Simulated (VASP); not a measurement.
A run of VASP 6.6.1 is set up as follows.

Contents of INCAR:

```
  PREC = Accurate
  ENCUT = 520
  EDIFF = 1E-7
  ISMEAR = 0
  SIGMA = 0.1
  LREAL = False
  LASPH = True
  NELM = 100
  ALGO = Normal
  ISIF = 2
  LWAVE = False
  LCHARG = False
  LDIPOL = True
  IDIPOL = 3
  DIPOL = 0.5 0.5 0.329
  GGA = PE
  NBANDS = 56
```

KPOINTS

```
Automatic mesh
0
Gamma
  4 5 1
```

POSCAR

```
LiSc8
1.0
    6.6389479791      0.0000000000      0.0000000000
    0.0000000000      5.1626219083      0.0000000000
    0.0000000000      0.0000000000     19.1132872497
Sc Li
8 1
Direct
    0.0000000000      0.7500000000      0.2092784955
    0.5000000000      0.7500000000      0.2092784955
    0.2500000000      0.2500000000      0.2594137541
    0.7500000000      0.2500000000      0.2594137541
    0.2500000000      0.7500000000      0.3452852846
    0.7500000000      0.7500000000      0.3452852846
    0.0000000000      0.2500000000      0.3983243254
    0.5000000000      0.2500000000      0.3983243254
    0.1875000000      0.3750000000      0.5344417477
```

Potentials or basis: VASP PAW PBE potentials, release 64 (Sc_sv, Li_sv).

Launch:

```bash
$ cat potpaw_PBE.64/Sc_sv/POTCAR potpaw_PBE.64/Li_sv/POTCAR > POTCAR
$ mpirun -np 1 vasp_std > vasp.out
```

Task: Estimate the largest force.

Result: 0.475 eV/Å.

Task: Estimate the band gap on the k mesh.

Result: Zero (an odd number of electrons rules out a gap without spin polarisation).

Forces on the atoms (eV/Å):
```
Sc  -0.045 -0.013 -0.162
Sc   0.046 -0.008 -0.164
Sc   0.007  0.013  0.162
Sc  -0.001  0.016  0.217
Sc   0.001 -0.089  0.370
Sc  -0.002 -0.039 -0.039
Sc  -0.002 -0.157 -0.449
Sc  -0.190 -0.028  0.049
Li   0.186  0.305  0.016
```
